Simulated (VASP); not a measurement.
Wanted: the native input for a VASP 6.6.1 run.

| Quantity | Value |
| --- | --- |
| Task | single point |
| Functional | PBEsol |
| Potentials or basis | VASP PAW PBE potentials, release 64 (Nb_sv) |
| Cutoff | 520 eV |
| k mesh | 16 × 16 × 16 |
| Occupations | fermi-dirac, width 0.1 eV |
| Spin | no spin polarisation |
| Dipole correction | no |
| Further INCAR settings | ALGO = Normal; EDIFF = 1e-06; NBANDS = 12 |

The structure of Nb lies in POSCAR:

```
Nb
1.0
   -1.5437083072      1.5437083072      1.5437083072
    1.5437083072     -1.5437083072      1.5437083072
    1.5437083072      1.5437083072     -1.5437083072
Nb
1
Direct
    0.0000000000      0.0000000000      0.0000000000
```

This cell differs from its parent crystal: volume scaled by 0.84.

The input as run:

INCAR

```
PREC = Accurate
ENCUT = 520
EDIFF = 1E-6
ISMEAR = -1
SIGMA = 0.1
LREAL = F
LASPH = T
NELM = 100
ALGO = Normal
ISIF = 2
LWAVE = F
LCHARG = F
GGA = PS
NBANDS = 12
```

KPOINTS

```
Automatic mesh
0
Gamma
  16 16 16
```

Potentials or basis: VASP PAW PBE potentials, release 64 (Nb_sv).

Command:

```bash
$ cat potpaw_PBE.64/Nb_sv/POTCAR > POTCAR
$ mpirun -np 1 vasp_std > vasp.out
```

It gave:

```
Pressure : 43.5 GPa
```

Caveat: the PAW data sets were made with another functional, which shifts forces and pressure a little.

It took 39 s on 1 thread of Intel Xeon 6975P-C, with other jobs on the host, peak memory 0.14 GiB.
